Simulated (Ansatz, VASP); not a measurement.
# Two plane-wave programs on Cu2IBr

Contents of INCAR:

```
SYSTEM = Cu2IBr
ALGO = Normal
EDIFF = 1E-6
ENCUT = 520
ISIF = 2
ISMEAR = -1
LASPH = .TRUE.
LCHARG = .FALSE.
LDAU = .TRUE.
LDAUJ = 0 0 0
LDAUL = -1 -1 2
LDAUPRINT = 1
LDAUTYPE = 2
LDAUU = 0 0 5
LMAXMIX = 4
LREAL = .FALSE.
LWAVE = .FALSE.
NBANDS = 26
NELM = 150
PREC = Accurate
SIGMA = 0.05
```

Contents of KPOINTS:

```
k-points
0
G
  8 8 8
  0 0 0
```

POSCAR

```
Cu2IBr
1.0
    1.9685310750      1.1365319461      6.3876248825
   -1.9685310750      1.1365319461      6.3876248825
    0.0000000000     -2.2730638921      6.3876248825
I Br Cu
1 1 2
Direct
    0.0000000000      0.0000000000      0.0000000000
    0.5000000000      0.5000000000      0.5000000000
    0.2490310000      0.2490310000      0.2490310000
    0.7509690000      0.7509690000      0.7509690000
```

Contents of input.yaml:

```yaml
crystal:
  lattice:
    - [1.968531075, 1.1365319461, 6.3876248825]
    - [-1.968531075, 1.1365319461, 6.3876248825]
    - [0.0, -2.2730638921, 6.3876248825]
  atoms:
    - { symbol: I, position: [0.0, 0.0, 0.0] }
    - { symbol: Br, position: [0.5, 0.5, 0.5] }
    - { symbol: Cu, position: [0.249031, 0.249031, 0.249031] }
    - { symbol: Cu, position: [0.750969, 0.750969, 0.750969] }
hamiltonian:
  xc: lda
  pseudopotentials: { kind: paw }
  hubbard: { sites: [{ species: Cu, l: d, u_eff: 5.0 }] }
kpoints:
  mp_grid: { grid: [8, 8, 8] }
  band_path:
    path:
      - [[0.0, 0.0, 0.0], [0.5, 0.0, 0.0], [0.5, 0.1877720492, -0.1877720492]]
      - [[0.8122279508, 0.5, 0.1877720492], [0.5, 0.5, 0.5], [0.0, 0.0, 0.0], [0.3438860246, 0.0, -0.3438860246]]
      - [[0.6561139754, 0.3438860246, 0.0], [0.5, 0.5, 0.0], [0.6561139754, 0.6561139754, 0.1877720492], [0.5, 0.5, 0.5]]
      - [[0.5, 0.0, 0.0], [0.8122279508, 0.3438860246, 0.3438860246]]
    npoints: 14
scf:
  occupations: { method: fermi_dirac, width: 0.05 }
  n_extra_bands: 10
output:
  forces: true
  stress: true
  eigenvalues: true
  fatbands: false
  write_density: true
  write_potential: true
  elf: true
  volumetric_format: npy
```

Alike in both runs: functional LDA; k mesh 8 × 8 × 8; occupations fermi-dirac, width 0.05 eV; no spin polarisation; Hubbard terms Cu d U = 5.0 eV.

|  | VASP | Ansatz |
| --- | --- | --- |
| version | VASP 6.6.1 | Ansatz 0.2.0 |
| potentials or method | VASP PAW LDA potentials, release 64 (I, Br, Cu) | Ansatz PAW |
| plane-wave cutoff (eV) | 520 | 420 |
| valence electrons in the cell | 36 | 62 |
| task | single point | band structure |

VASP gave:

* gap on the k mesh at the Fermi level (eV): 0.53
* least direct gap on the mesh (eV): 0.66
* pressure (GPa): -5.0
* traceless stress, the component that is largest in VASP (GPa): -0.16
* rms of the force components (eV/Å): 0.013

**Question.** What did Ansatz give for the same quantities?

**Answer.** gap on the k mesh at the Fermi level (eV): 0.48; least direct gap on the mesh (eV): 0.63; pressure (GPa): -4.4; traceless stress, the component that is largest in VASP (GPa): -0.18; rms of the force components (eV/Å): 0.017.

LDA's correlation is that of Perdew and Zunger in VASP and of Perdew and Wang (1992) in Ansatz. The programs project onto different local orbitals, so the same U acts differently, and such runs can settle in different states. Atom by atom the forces differ by 0.004 eV/Å (rms over components). VASP's potentials hold 36 valence electrons a cell and Ansatz's 62, so a difference there can come from the potentials and not from the codes.

Spin-orbit coupling is off throughout.
